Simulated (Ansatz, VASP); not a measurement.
## One calculation of BaTiO3, two programs

```xyz
5
Lattice="3.9638 0.0000 0.0000 0.0000 2.8583 2.8735 0.0000 -2.8583 2.8735" Properties=species:S:1:pos:R:3 pbc="T T T"
Ba    0.0000    0.0000    0.0483
Ti    1.9819    0.0000    3.0111
O     0.0000    0.0000    2.8179
O     1.9819   -1.3893    4.2361
O     1.9819    1.3893    4.2361
```

Alike in both runs: functional r2SCAN; k mesh 8 × 8 × 8; occupations gaussian, width 0.02 eV; no spin polarisation.

Ansatz relaxed the structure, and its values are those at the end. VASP's run is a single point on that final structure, the one shown.

|  | VASP | Ansatz |
| --- | --- | --- |
| version | VASP 6.6.1 | Ansatz 0.2.0 |
| potentials or method | VASP PAW PBE potentials, release 64 (Ba_sv, Ti_sv, O), cutoff 520 eV | scalar-relativistic, plane waves, PAW |
| valence electrons in the cell | 40 | 40 |

|  | VASP | Ansatz | Ansatz less VASP |
| --- | --- | --- | --- |
| gap on the k mesh at the Fermi level (eV) | 2.64 | 2.66 | +0.016 |
| least direct gap on the mesh (eV) | 3.12 | 3.10 | -0.020 |
| pressure (GPa) | 1.9 | 0.0 | -1.92 |
| rms of the force components (eV/Å) | 0.065 | 0.001 | -0.0640 |

VASP's potentials were made for PBE, not for r2SCAN. With one functional, cell and mesh, what is left measures potentials, basis and numerics.

Neither program's run includes spin-orbit coupling.
